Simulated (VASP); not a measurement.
A run of VASP 6.6.1:

File INCAR:

```
SYSTEM = SiC
  PREC = Accurate
  ENCUT = 520
  EDIFF = 1E-6
  ISMEAR = 0
  SIGMA = 0.02
  LREAL = .False.
  LASPH = .True.
  NELM = 80
  ALGO = Normal
  ISIF = 2
  LWAVE = .False.
  LCHARG = .False.
  GGA = PE
  NBANDS = 16
```

Contents of KPOINTS:

```
regular mesh
0
Gamma
  12 12 6
  0 0 0
```

The input POSCAR:

```
SiC
1.0
    3.1537752455      0.0000000000      0.0000000000
   -1.5768876227      2.7312494804      0.0000000000
    0.0000000000      0.0000000000      5.0134007850
Si C
2 2
Direct
    0.3333333333      0.6666666667      0.4995817073
    0.6666666667      0.3333333333      0.9995817073
    0.3333333333      0.6666666667      0.8754182927
    0.6666666667      0.3333333333      0.3754182927
```

Potentials or basis: VASP PAW PBE potentials, release 64 (Si, C).

The run is started by

```sh
$ cat potpaw_PBE.64/Si/POTCAR potpaw_PBE.64/C/POTCAR > POTCAR
$ mpirun -np 1 vasp_std > vasp.out
```

Hardware: 1 thread of Intel(R) Xeon(R) Platinum 8259CL CPU @ 2.50GHz (Skylake/Cascade Lake), on a shared host.

Task: How long does it take, and how much memory?

Result: Run time: 33 s on 1 thread of Intel(R) Xeon(R) Platinum 8259CL CPU @ 2.50GHz (Skylake/Cascade Lake), on a shared host, peak memory 0.18 GiB. Counts: scf iterations 12, k points 76.
